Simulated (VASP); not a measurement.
Ti: single point with RPBE

The system is Ti.

```
Ti
1.0
     0.00000    2.03000    2.03000
     2.03000    0.00000    2.03000
     2.03000    2.03000    0.00000
Ti
1
Direct
  0.00000 0.00000 0.00000
```

```yaml
Program: VASP 6.6.1
Task: single point
Functional: RPBE
Potentials_or_basis: VASP PAW PBE potentials, release 64 (Ti_sv)
Cutoff: 500 eV
k_mesh: 6 × 6 × 6
Occupations: fermi-dirac, width 0.272114 eV
Spin: no spin polarisation
```

```json
{
 "Pressure": "9.4 GPa",
 "Band gap on the k mesh": "zero (band 6 reaches 9.67 eV, above the bottom of band 7 at 8.69 eV)"
}
```

Levels at points of the mesh, in eV from the Fermi level:
```
           k point  band 3  band 4  band 5  band 6  band 7  band 8  band 9  band 10
(0.00, 0.00, 0.00)  -32.49  -32.49   -6.21    0.93    0.93    0.93    2.66     2.66
(0.50, 0.00, 0.00)  -32.59  -32.59   -2.66    0.70    0.82    0.82    3.78     3.78
(0.50, 0.50, 0.00)  -32.76  -32.76   -2.69   -1.79    3.00    3.78    4.06     4.06
```

Run time: 3.4 s on 1 thread of Intel(R) Xeon(R) Platinum 8375C CPU @ 2.90GHz (Ice Lake), on a shared host, peak memory 0.13 GiB.

Caveat: the k points lie up to 0.45 Å⁻¹ apart; the PAW data sets were made with another functional, which shifts forces and pressure a little.
